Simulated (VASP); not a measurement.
Wanted: the native input for a VASP 6.6.1 run.

| Quantity | Value |
| --- | --- |
| Task | single point |
| Functional | PBEsol |
| Potentials or basis | VASP PAW PBE potentials, release 64 (Sn_d) |
| Cutoff | 520 eV |
| k mesh | 12 × 12 × 12 |
| Occupations | gaussian, width 0.15 eV |
| Spin | no spin polarisation |
| Dipole correction | no |
| Further INCAR settings | ALGO = Fast; EDIFF = 1e-07; NBANDS = 13 |

The structure of Sn lies in POSCAR:

```
Sn
1.0
   -1.7113555698      1.9572829098      1.9566154758
    1.7091708735     -1.9572517611      1.9593826254
    1.7097349374      1.9584317545     -1.9565754395
Sn
1
Direct
    0.0000000000      0.0000000000      0.0000000000
```

These files were run (other wordings do the same):

INCAR

```
  PREC = Accurate
  ENCUT = 520
  EDIFF = 1E-7
  ISMEAR = 0
  SIGMA = 0.15
  LREAL = False
  LASPH = True
  NELM = 80
  ALGO = Fast
  ISIF = 2
  LWAVE = False
  LCHARG = False
  GGA = PS
  NBANDS = 13
```

KPOINTS

```
regular mesh
0
Gamma
  12 12 12
```

Potentials or basis: VASP PAW PBE potentials, release 64 (Sn_d).

Run with:

```sh
$ cat potpaw_PBE.64/Sn_d/POTCAR > POTCAR
$ mpirun -np 1 vasp_std > vasp.out
```

Results of the run:

```
Pressure               : 0.2 GPa
Band gap on the k mesh : zero (bands 7 and 8 overlap by 9.90 eV)
```

Caveat: the PAW data sets were made with another functional, which shifts forces and pressure a little; spin-orbit coupling is left out, which moves the levels of the heavy elements.

It took 99 s on 1 thread of Intel(R) Xeon(R) Platinum 8559C (Emerald Rapids), with other jobs on the host, peak memory 0.37 GiB.
